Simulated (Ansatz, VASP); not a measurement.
CoO in VASP and in Ansatz

INCAR

```
SYSTEM = CoO
PREC = Accurate
ENCUT = 520
EDIFF = 1E-7
ISMEAR = 0
SIGMA = 0.15
LREAL = .FALSE.
LASPH = .TRUE.
NELM = 150
ALGO = Normal
ISIF = 2
LWAVE = .FALSE.
LCHARG = .FALSE.
ISPIN = 2
MAGMOM = 2.64 0.33
LORBIT = 11
LMAXMIX = 4
GGA = PS
NBANDS = 18
```

Contents of KPOINTS:

```
Automatic mesh
0
G
  18 18 18
  0 0 0
```

File POSCAR:

```
CoO
1.0
    1.5054695445      0.8691832468      2.4399269062
   -1.5054695445      0.8691832468      2.4399269062
    0.0000000000     -1.7383664936      2.4399269062
Co O
1 1
Direct
    0.0000000000      0.0000000000      0.0000000000
    0.5085385071      0.5085385071      0.5085385071
```

Input for Ansatz:

```yaml
crystal:
  lattice:
    - [1.5054695445, 0.8691832468, 2.4399269062]
    - [-1.5054695445, 0.8691832468, 2.4399269062]
    - [0.0, -1.7383664936, 2.4399269062]
  atoms:
    - { symbol: Co, position: [0.0, 0.0, 0.0], spin: 2.64 }
    - { symbol: O, position: [0.5085385071, 0.5085385071, 0.5085385071], spin: 0.33 }
basis:
  ecutwfc: 420
kpoints:
  mp_grid: { grid: [18, 18, 18] }
hamiltonian:
  xc: pbesol
scf:
  occupations: { method: gaussian, width: 0.15 }
output:
  forces: true
  stress: true
  eigenvalues: true
  populations: true
magnetization:
  spin_polarized: true
```

Change from the starting cell: all O atoms moved +0.062 Å, as atom 2 along Cartesian [0 0 1].

Alike in both runs: task single point; functional PBEsol; k mesh 18 × 18 × 18; occupations gaussian, width 0.15 eV; collinear spin.

|  | VASP | Ansatz |
| --- | --- | --- |
| version | VASP 6.6.1 | Ansatz 0.2.0 |
| potentials or method | VASP PAW PBE potentials, release 64 (Co, O), cutoff 520 eV | scalar-relativistic, plane waves, PAW |
| valence electrons in the cell | 15 | 23 |

VASP gave:

| Quantity | Value |
| --- | --- |
| gap on the k mesh at the Fermi level (eV) | none |
| pressure (GPa) | -9.3 |
| traceless stress, the component that is largest in VASP (GPa) | -0.40 |
| rms of the force components (eV/Å) | 0.003 |
| net moment per atom (μB) | 1.45 |
| size of the moment on the site where the two differ most (μB) | 2.54 |

Task: What did Ansatz give for the same quantities?

Result: gap on the k mesh at the Fermi level (eV): none; pressure (GPa): -8.8; traceless stress, the component that is largest in VASP (GPa): -0.43; rms of the force components (eV/Å): 0.003; net moment per atom (μB): 1.47; size of the moment on the site where the two differ most (μB): 2.47.

VASP's potentials were made for PBE, not for PBEsol. Site moments also hang on the region over which each program counts them. Atom by atom the forces differ by 0.000 eV/Å (rms over components). A gap of «none» marks a metal or a gap that the smearing closes. With one functional, cell and mesh, what is left measures potentials, basis and numerics. VASP's potentials hold 15 valence electrons a cell and Ansatz's 23, so a difference there can come from the potentials and not from the codes.
